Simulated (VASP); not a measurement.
# LiH (Cmcm) in VASP: further runs, part 2 of 2

VASP 6.6.1. Earlier steps stand in the parts before.

## 3. Single point, r2SCAN (uniaxial x strain -0.3%)

Contents of POSCAR:

```
LiH
1.0
    3.2454110982      0.0000000000      0.0000000000
   -1.6227055491      2.8196312768      0.0000000000
    0.0000000000      0.0000000000      4.0684421498
Li H
2 2
Direct
    0.3334186514      0.6668373028     -0.0625000000
    0.6665813486      0.3331626972      0.4375000000
    0.3336502114      0.6673004228      0.4375000000
    0.6663497886      0.3326995772      0.9375000000
```

Contents of INCAR.step1:

```
SYSTEM = LiH
PREC     = Accurate       ! precision mode
ENCUT    = 520            ! plane-wave cutoff, eV
ISMEAR   = 0              ! smearing method
SIGMA    = 0.01           ! smearing width, eV
LREAL    = .False.        ! projectors in reciprocal space
LASPH    = .True.         ! aspherical terms in the spheres
NELM     = 60             ! most SCF steps
NBANDS   = 12             ! bands
GGA      = PE             ! functional
ALGO     = Normal         ! electronic algorithm
EDIFF    = 1E-4           ! SCF threshold, eV
LWAVE    = .True.         ! write WAVECAR
LCHARG   = .False.        ! write CHGCAR
```

Contents of INCAR.step2:

```
SYSTEM = LiH
PREC     = Accurate       ! precision mode
ENCUT    = 520            ! plane-wave cutoff, eV
EDIFF    = 1E-6           ! SCF threshold, eV
ISMEAR   = 0              ! smearing method
SIGMA    = 0.01           ! smearing width, eV
LREAL    = .False.        ! projectors in reciprocal space
LASPH    = .True.         ! aspherical terms in the spheres
NELM     = 60             ! most SCF steps
ALGO     = Normal         ! electronic algorithm
ISIF     = 2              ! what is computed and relaxed
LWAVE    = .False.        ! write WAVECAR
LCHARG   = .False.        ! write CHGCAR
METAGGA  = R2SCAN         ! meta-GGA
LMIXTAU  = .True.       
NBANDS   = 12             ! bands
ISTART   = 1
```

Contents of KPOINTS:

```
Automatic mesh
0
Gamma
  12 12 6
  0 0 0
```

Potentials or basis: VASP PAW PBE potentials, release 64 (Li_sv, H).

On the command line:

```bash
cat potpaw_PBE.64/Li_sv/POTCAR potpaw_PBE.64/H/POTCAR > POTCAR
cp INCAR.step1 INCAR
mpirun -np 1 vasp_std > vasp.out
cp INCAR.step2 INCAR
mpirun -np 1 vasp_std > vasp.out
```

OUTCAR:

```text
SYSTEM = LiH
   PREC = Accurate
   ENCUT = 520
   EDIFF = 1E-6
   ISMEAR = 0
   LREAL = .False.
   LASPH = .True.
   NELM = 60
   ISIF = 2
   METAGGA = R2SCAN
   ISTART = 1

 ion  position               nearest neighbor table
   1  0.333  0.667  0.938-
   2  0.667  0.333  0.438-
   3  0.334  0.667  0.438-
   4  0.666  0.333  0.938-

  LATTYP: Found a base centered orthorhombic cell.
 ALAT       =     3.2454110982
 B/A-ratio  =     1.7376111633
 C/A-ratio  =     1.2535983968

  Lattice vectors:

 A1 = (   1.6227055491,  -2.8196312768,   0.0000000000)
 A2 = (   1.6227055491,   2.8196312768,   0.0000000000)
 A3 = (   0.0000000000,   0.0000000000,   4.0684421498)

Analysis of symmetry for initial positions (statically):
=====================================================================
 Subroutine PRICEL returns:
 Original cell was already a primitive cell.

 Routine SETGRP: Setting up the symmetry group for a
 base centered orthorhombic supercell.

 Subroutine GETGRP returns: Found  8 space group operations
[... 176 lines left out ...]
 Fermi energy:        -0.2729504670

 k-point     1 :       0.0000    0.0000    0.0000
  band No.  band energies     occupation
      1     -46.4558      2.00000
      2     -46.3994      2.00000
      3      -5.6906      2.00000
      4      -0.4136      2.00000
      5       3.1840      0.00000
      6      11.2302      0.00000
      7      11.2831      0.00000
      8      11.9362      0.00000
      9      13.9791      0.00000
     10      14.0254      0.00000
     11      16.0614      0.00000
     12      18.7742      0.00000
[... 331 lines left out ...]
 k-point    24 :       0.4167    0.1667    0.0000
  band No.  band energies     occupation
      1     -46.4267      2.00000
      2     -46.4132      2.00000
      3      -3.0609      2.00000
      4      -2.3371      2.00000
      5       2.9733      0.00000
      6       7.4648      0.00000
      7       9.1787      0.00000
      8       9.4228      0.00000
      9       9.9589      0.00000
     10      13.2342      0.00000
     11      14.3515      0.00000
     12      16.8957      0.00000

 [... further k-points ...]
[... 5 lines left out ...]
  --------------------------------------------------------------------------------------
  -------------------------------------------------------------------------------------
  Total       -0.0071229     -0.0381759     -0.0381577      0.0000000      0.0000000      0.0000000
  in kB       -0.3065348     -1.6428932     -1.6421092      0.0000000      0.0000000      0.0000000
  external PRESSURE =      -1.1971791 kB  Pullay stress =       0.0000000 kB

 VOLUME and BASIS-vectors are now :
 -----------------------------------------------------------------------------
  energy-cutoff  :      520.00
  volume of cell :       37.23
      direct lattice vectors                 reciprocal lattice vectors
     3.245411098  0.000000000  0.000000000     0.308127374  0.177328151  0.000000000
    -1.622705549  2.819631277  0.000000000     0.000000000  0.354656301  0.000000000
     0.000000000  0.000000000  4.068442150     0.000000000  0.000000000  0.245794327

 POSITION                                       TOTAL-FORCE (eV/Angst)
 -----------------------------------------------------------------------------------
      0.00000      1.88024      3.81416         0.000000     -0.003713      0.000000
      1.62271      0.93940      1.77994         0.000000      0.003713      0.000000
      0.00000      1.88154      1.77994         0.000000     -0.000359      0.000000
      1.62271      0.93809      3.81416         0.000000      0.000359      0.000000
 -----------------------------------------------------------------------------------
    total drift:                               -0.000000     -0.000000      0.000007

  FREE ENERGIE OF THE ION-ELECTRON SYSTEM (eV)
  ---------------------------------------------------
  free  energy   TOTEN  =       -13.5348115234 eV

  energy  without entropy=      -13.5348115234  energy(sigma->0) =      -13.53481152
```

OUTCAR.step1:

```text
SYSTEM = LiH
   PREC = Accurate
   ENCUT = 520
   ISMEAR = 0
   LREAL = .False.
   LASPH = .True.
   NELM = 60
[... 591 lines left out ...]
      1.62271      0.93940      1.77994         0.000000     -0.002266      0.000000
      0.00000      1.88154      1.77994        -0.000000     -0.000395      0.000000
      1.62271      0.93809      3.81416         0.000000      0.000395      0.000000
 -----------------------------------------------------------------------------------
    total drift:                               -0.000000     -0.000000      0.000007

  FREE ENERGIE OF THE ION-ELECTRON SYSTEM (eV)
  ---------------------------------------------------
  free  energy   TOTEN  =       -12.1624323285 eV

  energy  without entropy=      -12.1624323285  energy(sigma->0) =      -12.16243233
```

Run time: 5.5 min. Hardware: 1 thread of AMD EPYC 9755, shared host; peak memory 0.15 GiB.

What came out:

* Free energy: -13.5348 eV
* Largest force: 0.004 eV/Å
* Band gap on the k mesh: 2.30 eV, indirect (least direct gap 3.60 eV)

Forces on the atoms (eV/Å):
```
Li   0.000 -0.004  0.000
Li   0.000  0.004  0.000
H    0.000  0.000  0.000
H    0.000  0.000  0.000
```

Caveat: the cell differs from its parent crystal (uniaxial x strain -0.3%); the cutoff is under 1.25 times the usual one of these potentials, so pressure, stress and relaxed cells hold a basis-set (Pulay) error; the PAW data sets were made with another functional, which shifts forces and pressure a little.

## 4. Single point, HSE06 (uniaxial x strain -0.3%)

POSCAR is that of step 3.

Contents of INCAR.step1:

```
  PREC = Accurate
  ENCUT = 520
  EDIFF = 1E-5
  ISMEAR = 0
  SIGMA = 0.01
  LREAL = F
  LASPH = T
  NELM = 60
  ALGO = Normal
  ISIF = 2
  LWAVE = T
  NBANDS = 12
  GGA = PE
```

Contents of INCAR.step2:

```
  PREC = Accurate
  ENCUT = 520
  EDIFF = 1E-6
  ISMEAR = 0
  SIGMA = 0.01
  LREAL = F
  LASPH = T
  NELM = 60
  ALGO = Normal
  ISIF = 2
  LWAVE = F
  LCHARG = T
  GGA = PE
  LHFCALC = T
  HFSCREEN = 0.2079
  PRECFOCK = Normal
  LELF = T
  LVHAR = T
  NBANDS = 12
  ISTART = 1
```

Contents of KPOINTS:

```
Automatic mesh
0
Gamma
  6 6 4
```

On the command line:

```bash
cat potpaw_PBE.64/Li_sv/POTCAR potpaw_PBE.64/H/POTCAR > POTCAR
cp INCAR.step1 INCAR
mpirun -np 1 vasp_std > vasp.out
cp INCAR.step2 INCAR
mpirun -np 1 vasp_std > vasp.out
```

It took 22 min on 1 thread of AMD EPYC 9755, shared host; peak memory 0.23 GiB.

The run converged. Its results:

- Free energy: -13.4693 eV
- Band gap on the k mesh: 2.74 eV, indirect (least direct gap 4.04 eV)

Forces on the atoms (eV/Å):
```
Li   0.000  0.002  0.000
Li   0.000 -0.002  0.000
H    0.000  0.000  0.000
H    0.000  0.000  0.000
```

Levels at points of the mesh, in eV from the valence-band top:
```csv
k point,band 2,band 3,band 4,band 5,band 6,band 7
"(0.00, 0.00, 0.00)",-47.57,-5.82,0.00,4.04,12.05,12.11
"(0.50, 0.00, 0.00)",-47.58,-3.08,-2.15,5.46,7.98,8.53
"(0.00, 0.50, 0.00)",-47.58,-3.10,-2.17,5.49,7.96,8.59
"(0.00, 0.00, 0.50)",-47.60,-4.10,-4.10,10.91,10.91,14.14
"(0.50, 0.00, 0.50)",-47.59,-2.63,-2.63,5.29,5.29,10.79
"(0.00, 0.50, 0.50)",-47.59,-2.65,-2.65,5.29,5.29,10.85
```

Caveat: the cell differs from its parent crystal (uniaxial x strain -0.3%); the cutoff is under 1.25 times the usual one of these potentials, so pressure, stress and relaxed cells hold a basis-set (Pulay) error; the PAW data sets were made with another functional, which shifts forces and pressure a little.

## 5. Overview

| level | k mesh | smearing | grid for exact exchange (PRECFOCK) | screening parameter | gap on the mesh (eV) |
| --- | --- | --- | --- | --- | --- |
| PBE | 12 × 12 × 6 | fermi-dirac 0.02 eV | - | - | 1.84 |
| r2SCAN | 12 × 12 × 6 | gaussian 0.01 eV | - | - | 2.30 |
| HSE06 | 6 × 6 × 4 | gaussian 0.01 eV | Normal | 0.2079 1/Å | 2.74 |

Alike in all rows: task single point; potentials or basis VASP PAW PBE potentials, release 64 (Li_sv, H); no spin polarisation; cell as given; cutoff (eV) 520.

Caveats: the cutoff is under 1.25 times the usual one of these potentials, so pressure, stress and relaxed cells hold a basis-set (Pulay) error; the PAW data sets were made with another functional, which shifts forces and pressure a little (some runs).

Total energies depend on the potentials used, so only differences within one code and one set of settings carry meaning.
